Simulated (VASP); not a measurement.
**Al2BiSb: single point with PBE**

Crystal: Al2BiSb.

```xyz
4
Lattice="4.3016 0.0000 0.0000 0.0000 4.3016 0.0000 0.0000 0.0000 6.2614" Properties=species:S:1:pos:R:3 pbc="T T T"
Sb    0.0000    0.0000    0.0000
Al    0.0000    2.1508    4.7364
Al    2.1508    0.0000    1.5250
Bi    2.1508    2.1508    3.1307
```

This cell differs from its parent crystal: biaxial xy strain -3.0%.

```json
{
 "Program": "VASP 6.6.1",
 "Task": "single point",
 "Functional": "PBE",
 "Potentials or basis": "VASP PAW PBE potentials, release 64 (Sb, Al, Bi_d)",
 "Cutoff": "520 eV",
 "k mesh": "6 × 6 × 4",
 "Occupations": "fermi-dirac, width 0.02 eV",
 "Spin": "no spin polarisation"
}
```

The pressure is 4.8 GPa. The largest force is 0.006 eV/Å. The band gap on the k mesh is 0.64 eV, indirect (least direct gap 0.83 eV).

Forces on the atoms (eV/Å):
```
Sb   0.000  0.000  0.000
Al   0.000  0.000 -0.006
Al   0.000  0.000  0.006
Bi   0.000  0.000  0.000
```

Stress tensor (GPa, compression positive):
```
5.19 0.00 0.00
0.00 5.19 0.00
0.00 0.00 3.99
```

Levels at points of the mesh, in eV from the valence-band top:
```tsv
k point	band 11	band 12	band 13	band 14	band 15	band 16
(0.00, 0.00, 0.00)	-0.18	0.00	0.00	0.83	1.10	1.42
(0.50, 0.00, 0.00)	-3.12	-1.24	-0.76	2.31	2.54	4.41
(0.50, 0.50, 0.00)	-2.46	-2.46	-2.33	0.64	1.15	1.23
(0.00, 0.00, 0.50)	-1.68	-1.25	-1.25	1.50	1.75	2.76
(0.50, 0.00, 0.50)	-1.19	-1.13	-0.68	0.74	1.17	3.35
(0.50, 0.50, 0.50)	-3.28	-2.99	-2.92	3.61	3.79	3.89
```

Wall time 33 s on 1 thread of AMD EPYC 9R45 96-Core Processor (Zen 5), on a shared host, peak memory 0.22 GiB.

Caveat: the cell differs from its parent crystal (biaxial xy strain -3.0%); spin-orbit coupling is left out, which moves the levels of the heavy elements. A k mesh can miss the band edges.
